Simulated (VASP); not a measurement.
# Sb (P4/mmm) in VASP: further runs

Sb is run at these levels: r2SCAN; tasks: single point.

All numbers are computed with VASP 6.6.1; they aren't measurements. Logs are shortened: lines on timing, memory, paths and dates and some standing lists are left out, and cuts for length are marked.

## 1. The cell of the first run

It takes space group P4/mmm (No. 123, tetragonal). Conventional cell: a = 3.160 Å, b = 3.160 Å, c = 2.923 Å, α = 90.00°, β = 90.00°, γ = 90.00°. Within 3.8 Å of Sb (site symmetry 4/mmm) lie 6 Sb at 2.92 to 3.16 Å.

## 2. Single point, r2SCAN (strain -0.0750 x Voigt [0, 1, 0, 0, 0, 0])

File POSCAR:

```
Sb
1.0
    3.1600000000      0.0000000000      0.0000000000
    0.0000000000      2.9230000000      0.0000000000
    0.0000000000      0.0000000000      3.1600000000
Sb
1
Direct
    0.0000000000      0.0000000000      0.0000000000
```

File INCAR.step1:

```
SYSTEM = Sb
PREC = Accurate
ENCUT = 520
ISMEAR = 0
SIGMA = 0.15
LREAL = .FALSE.
LASPH = .TRUE.
NELM = 60
NBANDS = 8
GGA = PE
ALGO = Normal
EDIFF = 1E-4
LWAVE = .TRUE.
LCHARG = .FALSE.
```

File INCAR.step2:

```
SYSTEM = Sb
PREC = Accurate
ENCUT = 520
EDIFF = 1E-6
ISMEAR = 0
SIGMA = 0.15
LREAL = .FALSE.
LASPH = .TRUE.
NELM = 60
ALGO = Normal
ISIF = 2
LWAVE = .FALSE.
LCHARG = .TRUE.
METAGGA = R2SCAN
LMIXTAU = .TRUE.
LELF = .TRUE.
LVHAR = .TRUE.
NBANDS = 8
ISTART = 1
```

File KPOINTS:

```
Automatic mesh
0
G
  16 16 16
  0 0 0
```

Potentials or basis: VASP PAW PBE potentials, release 64 (Sb).

Command:

```console
$ cat potpaw_PBE.64/Sb/POTCAR > POTCAR
$ cp INCAR.step1 INCAR
$ mpirun -np 1 vasp_std > vasp.out
$ cp INCAR.step2 INCAR
$ mpirun -np 1 vasp_std > vasp.out
```

OUTCAR:

```text
SYSTEM = Sb
   PREC = Accurate
   ENCUT = 520
   EDIFF = 1E-6
   ISMEAR = 0
   LREAL = .FALSE.
   LASPH = .TRUE.
   NELM = 60
   ISIF = 2
   METAGGA = R2SCAN
   ISTART = 1

 ion  position               nearest neighbor table
   1  0.000  0.000  0.000-

  LATTYP: Found a simple tetragonal cell.
 ALAT       =     3.1600000000
 C/A-ratio  =     0.9250000000

  Lattice vectors:

 A1 = (  -3.1600000000,   0.0000000000,   0.0000000000)
 A2 = (   0.0000000000,   0.0000000000,   3.1600000000)
 A3 = (   0.0000000000,   2.9230000000,   0.0000000000)

Analysis of symmetry for initial positions (statically):
=====================================================================
 Subroutine PRICEL returns:
 Original cell was already a primitive cell.

 Routine SETGRP: Setting up the symmetry group for a
 simple tetragonal supercell.

 Subroutine GETGRP returns: Found 16 space group operations
 (whereof 16 operations were pure point group operations)
 out of a pool of 16 trial point group operations.

The static configuration has the point symmetry D_4h.

Analysis of symmetry for dynamics (positions and initial velocities):
=====================================================================
 Subroutine PRICEL returns:
 Original cell was already a primitive cell.

 Routine SETGRP: Setting up the symmetry group for a
 simple tetragonal supercell.

 Subroutine GETGRP returns: Found 16 space group operations
 (whereof 16 operations were pure point group operations)
 out of a pool of 16 trial point group operations.

The dynamic configuration has the point symmetry D_4h.

 Subroutine INISYM returns: Found 16 space group operations
 (whereof 16 operations are pure point group operations),
 and found     1 'primitive' translations

----------------------------------------------------------------------------------------

                                     Primitive cell

  volume of cell :      29.1879

  direct lattice vectors                    reciprocal lattice vectors
     3.160000000  0.000000000  0.000000000     0.316455696  0.000000000  0.000000000
     0.000000000  2.923000000  0.000000000     0.000000000  0.342114266  0.000000000
     0.000000000  0.000000000  3.160000000     0.000000000  0.000000000  0.316455696

  length of vectors
     3.160000000  2.923000000  3.160000000     0.316455696  0.342114266  0.316455696

  position of ions in fractional coordinates (direct lattice)
     0.000000000  0.000000000  0.000000000

  ion indices of the primitive-cell ions
   primitive index   ion index
[... 76 lines left out ...]
   NSW    =      0    number of steps for IOM
   IBRION =     -1    ionic relax: 0-MD 1-quasi-New 2-CG
   NFREE  =      0    steps in history (QN), initial steepest desc. (CG)
   ISIF   =      2    stress and relaxation
   ISYM   =      2    0-nonsym 1-usesym 2-fastsym
   POTIM  = 0.5000    time-step for ionic-motion
   TEBEG  =    0.0;   TEEND  =   0.0 temperature during run
   PSTRESS=    0.0 pullay stress
   NELECT =       5.0000    total number of electrons
   NUPDOWN=      -1.0000    fix difference up-down
   EMIN   =  10.00;   EMAX   =-10.00  energy-range for DOS
   EFERMI =   0.00;   METHOD = LEGACY
   ISMEAR =     0;   SIGMA  =   0.15  broadening in eV -4-tet -1-fermi 0-gaus
   EFERMI_NEDOS =   21; number of points for ismear=-14 and -15
   IALGO  =     38    algorithm
   IMIX   =      4    mixing-type and parameters
     AMIX     =   0.40;   BMIX     =  1.00
     AMIX_MAG =   1.60;   BMIX_MAG =  1.00
  volume/ion in A,a.u.               =      29.19       196.97
  Fermi-wavevector in a.u.,A,eV,Ry     =   0.909209  1.718156 11.247412  0.826661
  Thomas-Fermi vector in A             =   2.033227
   LORBIT       =      0    0 simple, 1 ext, 2 COOP (PROOUT), +10 PAW based schemes
   METAGGA = R2SCAN    functional components
   LHFCALC =     F    Hartree Fock is set to
   AEXX    =    0.0000 exact exchange contribution
   IVDW    =     0    specifies the selected vdW correction
   LEPSILON=     F    determine dielectric tensor
   LRPA    =     F    only Hartree local field effects (RPA)
 non-spin polarized calculation
 Gauss-broadening in eV      SIGMA  =   0.15
  energy-cutoff  :      520.00
  volume of cell :       29.19
 maximum number of plane-waves:       808
 NGX is ok and might be reduce to    24
   NGX = 11   NGY = 11   NGZ = 11

 number of electron       5.0000000 magnetization

 Free energy of the ion-electron system (eV)
  ---------------------------------------------------
  ext. energy  EPLUGINS =         0.00000000
  ---------------------------------------------------
  free energy    TOTEN  =       -25.59625877 eV

  energy without entropy =      -25.59227303  energy(sigma->0) =      -25.59426590

 E-fermi :   7.3228     XC(G=0): -10.2005

 val. band max:        7.2883312022   @ k =   0.3125   0.2500   0.0625
 cond. band min:       7.3302908401   @ k =   0.5000   0.5000   0.3750
 fundamental gap:      0.0419596379
 Fermi energy:         7.3228412717

 k-point     1 :       0.0000    0.0000    0.0000
  band No.  band energies     occupation
      1      -5.8645      2.00000
      2      10.0273      0.00000
      3      10.0273      0.00000
      4      12.5194      0.00000
      5      14.0768      0.00000
      6      14.5129      0.00000
      7      17.3338      0.00000
      8      25.1436      0.00000
[... 243 lines left out ...]
 k-point    24 :       0.3125    0.1250    0.0000
  band No.  band energies     occupation
      1      -4.2798      2.00000
      2       3.8127      2.00000
      3      10.9354      0.00000
      4      11.4918      0.00000
      5      15.8830      0.00000
      6      18.6677      0.00000
      7      20.4612      0.00000
      8      20.4895      0.00000

 [... further k-points ...]

------------------------ aborting loop because EDIFF is reached ----------------------------------------

  FORCE on cell =-STRESS in cart. coord.  units (eV):
  Direction    XX          YY          ZZ          XY          YZ          ZX
  --------------------------------------------------------------------------------------
  -------------------------------------------------------------------------------------
  Total       -0.4371408      1.5644049     -0.4371408      0.0000000     -0.0000000      0.0000000
  in kB      -23.9954523     85.8730264    -23.9954523      0.0000000     -0.0000000      0.0000000
  external PRESSURE =      12.6273739 kB  Pullay stress =       0.0000000 kB

 VOLUME and BASIS-vectors are now :
 -----------------------------------------------------------------------------
  energy-cutoff  :      520.00
  volume of cell :       29.19
      direct lattice vectors                 reciprocal lattice vectors
     3.160000000  0.000000000  0.000000000     0.316455696  0.000000000  0.000000000
     0.000000000  2.923000000  0.000000000     0.000000000  0.342114266  0.000000000
     0.000000000  0.000000000  3.160000000     0.000000000  0.000000000  0.316455696

 POSITION                                       TOTAL-FORCE (eV/Angst)
 -----------------------------------------------------------------------------------
      0.00000      0.00000      0.00000         0.000000      0.000000      0.000000
 -----------------------------------------------------------------------------------
    total drift:                                0.000000     -0.000000     -0.000000

  FREE ENERGIE OF THE ION-ELECTRON SYSTEM (eV)
  ---------------------------------------------------
  free  energy   TOTEN  =       -25.5962587710 eV

  energy  without entropy=      -25.5922730290  energy(sigma->0) =      -25.59426590
```

OUTCAR.step1:

```text
SYSTEM = Sb
   PREC = Accurate
   ENCUT = 520
   ISMEAR = 0
   LREAL = .FALSE.
   LASPH = .TRUE.
   NELM = 60
[... 482 lines left out ...]
 -----------------------------------------------------------------------------------
      0.00000      0.00000      0.00000         0.000000      0.000000      0.000000
 -----------------------------------------------------------------------------------
    total drift:                                0.000000      0.000000      0.000000

  FREE ENERGIE OF THE ION-ELECTRON SYSTEM (eV)
  ---------------------------------------------------
  free  energy   TOTEN  =        -4.0433423116 eV

  energy  without entropy=       -4.0389639504  energy(sigma->0) =       -4.04115313
```

It took 63 s on 1 thread of Intel Xeon 6975P-C (Granite Rapids), shared host; peak memory 0.21 GiB.

What came out:

- Free energy: -25.5963 eV
- Pressure: 1.3 GPa

Caveat: the cell differs from its parent crystal (strain -0.0750 x Voigt [0, 1, 0, 0, 0, 0]); the PAW data sets were made with another functional, which shifts forces and pressure a little; spin-orbit coupling is left out, which moves the levels of the heavy elements.

## 3. Single point, r2SCAN (strain -0.0375 x Voigt [0, 1, 0, 0, 0, 0])

File POSCAR:

```
Sb
1.0
    3.1600000000      0.0000000000      0.0000000000
    0.0000000000      3.0415000000      0.0000000000
    0.0000000000      0.0000000000      3.1600000000
Sb
1
Direct
    0.0000000000      0.0000000000      0.0000000000
```

File INCAR.step1:

```
PREC = Accurate ; ENCUT = 520
ISMEAR = 0 ; SIGMA = 0.15
LREAL = F ; LASPH = T
NELM = 100 ; NBANDS = 8
GGA = PE ; ALGO = Normal
EDIFF = 1E-4 ; LWAVE = T
LCHARG = F
```

File INCAR.step2:

```
PREC = Accurate ; ENCUT = 520
EDIFF = 1E-7 ; ISMEAR = 0
SIGMA = 0.15 ; LREAL = F
LASPH = T ; NELM = 100
ALGO = Normal ; ISIF = 2
LWAVE = F ; LCHARG = T
METAGGA = R2SCAN ; LMIXTAU = T
LELF = T ; LVHAR = T
NBANDS = 8 ; ISTART = 1
```

File KPOINTS:

```
regular mesh
0
Gamma
  16 16 16
```

Potentials or basis: VASP PAW PBE potentials, release 64 (Sb).

Command:

```console
$ cat potpaw_PBE.64/Sb/POTCAR > POTCAR
$ cp INCAR.step1 INCAR
$ mpirun -np 1 vasp_std > vasp.out
$ cp INCAR.step2 INCAR
$ mpirun -np 1 vasp_std > vasp.out
```

It took 72 s on 1 thread of Intel Xeon 6975P-C (Granite Rapids), shared host; peak memory 0.21 GiB.

It converged, with:

* Free energy: -25.6276 eV
* Pressure: -1.7 GPa

Stress tensor (GPa, compression positive):
```
-2.89  0.00  0.00
 0.00  0.66  0.00
 0.00  0.00 -2.89
```

Levels at points of the mesh, in eV from the Fermi level:
| k point | band 1 | band 2 | band 3 | band 4 | band 5 | band 6 | band 7 | band 8 |
| --- | --- | --- | --- | --- | --- | --- | --- | --- |
| (0.00, 0.00, 0.00) | -12.86 | 3.00 | 3.00 | 4.15 | 6.97 | 7.29 | 9.21 | 17.97 |
| (0.50, 0.00, 0.00) | -10.52 | -5.72 | 4.93 | 6.10 | 9.20 | 11.30 | 11.61 | 12.44 |
| (0.00, 0.50, 0.00) | -10.00 | -5.83 | 5.36 | 5.36 | 9.30 | 10.90 | 11.59 | 11.59 |
| (0.50, 0.50, 0.00) | -7.45 | -3.95 | -3.41 | 2.57 | 7.34 | 13.25 | 13.40 | 13.68 |
| (0.50, 0.00, 0.50) | -8.03 | -3.78 | -3.78 | 2.48 | 8.11 | 13.56 | 14.35 | 14.35 |
| (0.50, 0.50, 0.50) | -4.57 | -2.18 | -1.58 | -1.58 | 5.10 | 5.10 | 5.41 | 7.59 |

Caveat: the cell differs from its parent crystal (strain -0.0375 x Voigt [0, 1, 0, 0, 0, 0]); the PAW data sets were made with another functional, which shifts forces and pressure a little; spin-orbit coupling is left out, which moves the levels of the heavy elements.

## 4. Single point, r2SCAN (strain +0.0375 x Voigt [0, 1, 0, 0, 0, 0])

File POSCAR:

```
Sb
1.0
    3.1600000000      0.0000000000      0.0000000000
    0.0000000000      3.2785000000      0.0000000000
    0.0000000000      0.0000000000      3.1600000000
Sb
1
Direct
    0.0000000000      0.0000000000      0.0000000000
```

File INCAR.step1:

```
  ALGO = Normal
  EDIFF = 1E-4
  ENCUT = 520
  GGA = PE
  ISMEAR = 0
  LASPH = T
  LCHARG = F
  LREAL = F
  LWAVE = T
  NBANDS = 8
  NELM = 60
  PREC = Accurate
  SIGMA = 0.15
```

File INCAR.step2:

```
  ALGO = Normal
  EDIFF = 1E-6
  ENCUT = 520
  ISIF = 2
  ISMEAR = 0
  ISTART = 1
  LASPH = T
  LCHARG = F
  LMIXTAU = T
  LREAL = F
  LWAVE = F
  METAGGA = R2SCAN
  NBANDS = 8
  NELM = 60
  PREC = Accurate
  SIGMA = 0.15
```

File KPOINTS:

```
k-points
0
Gamma
  16 16 16
```

Command:

```console
$ cat potpaw_PBE.64/Sb/POTCAR > POTCAR
$ cp INCAR.step1 INCAR
$ mpirun -np 1 vasp_std > vasp.out
$ cp INCAR.step2 INCAR
$ mpirun -np 1 vasp_std > vasp.out
```

It took 63 s on 1 thread of Intel Xeon 6975P-C (Granite Rapids), shared host; peak memory 0.22 GiB.

It converged, with:

```
Free energy : -25.5753 eV
Pressure    : -5.0 GPa
```

Stress tensor (GPa, compression positive):
```
-4.13  0.00  0.00
 0.00 -6.83  0.00
 0.00  0.00 -4.13
```

Levels at points of the mesh, in eV from the Fermi level:
```csv
k point,band 1,band 2,band 3,band 4,band 5,band 6,band 7
"(0.00, 0.00, 0.00)",-12.30,2.53,3.51,3.51,6.81,7.38,8.67
"(0.50, 0.00, 0.00)",-9.91,-5.29,4.47,5.47,9.03,10.77,11.10
"(0.00, 0.50, 0.00)",-10.35,-5.17,5.11,5.11,9.07,11.39,11.72
"(0.50, 0.50, 0.00)",-7.84,-3.65,-3.17,2.79,7.08,12.84,13.57
"(0.50, 0.00, 0.50)",-7.35,-3.34,-3.34,2.86,6.43,12.55,13.05
"(0.50, 0.50, 0.50)",-5.02,-1.81,-1.81,-1.27,5.12,5.41,5.41
```

Caveat: the cell differs from its parent crystal (strain +0.0375 x Voigt [0, 1, 0, 0, 0, 0]); the PAW data sets were made with another functional, which shifts forces and pressure a little; spin-orbit coupling is left out, which moves the levels of the heavy elements.

[end of part 1 of 2]
